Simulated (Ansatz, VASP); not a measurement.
**Two plane-wave programs on ZnAu**

```
CELL_PARAMETERS angstrom
3.24920 0.00000 0.00000
0.00000 3.24920 0.00000
0.00000 0.00000 3.24920
ATOMIC_POSITIONS crystal
Zn 0.50000 0.50000 0.50000
Au 0.00000 0.00000 0.00000
```

Alike in both runs: task single point; functional PBE; k mesh 14 × 14 × 14; occupations gaussian, width 0.1 eV; no spin polarisation.

|  | VASP | Ansatz |
| --- | --- | --- |
| version | VASP 6.6.1 | Ansatz 0.2.0 |
| potentials or method | VASP PAW PBE potentials, release 64 (Zn, Au), cutoff 520 eV | scalar-relativistic, plane waves, PAW |
| valence electrons in the cell | 23 | 31 |

```tsv
	VASP	Ansatz	Ansatz less VASP
gap on the k mesh at the Fermi level (eV)	none	none	-
pressure (GPa)	-5.7	-5.8	-0.08
```

A gap of «none» marks a metal or a gap that the smearing closes. With one functional, cell and mesh, what is left measures potentials, basis and numerics. VASP's potentials hold 23 valence electrons a cell and Ansatz's 31, so a difference there can come from the potentials and not from the codes.

Neither program's run includes spin-orbit coupling.
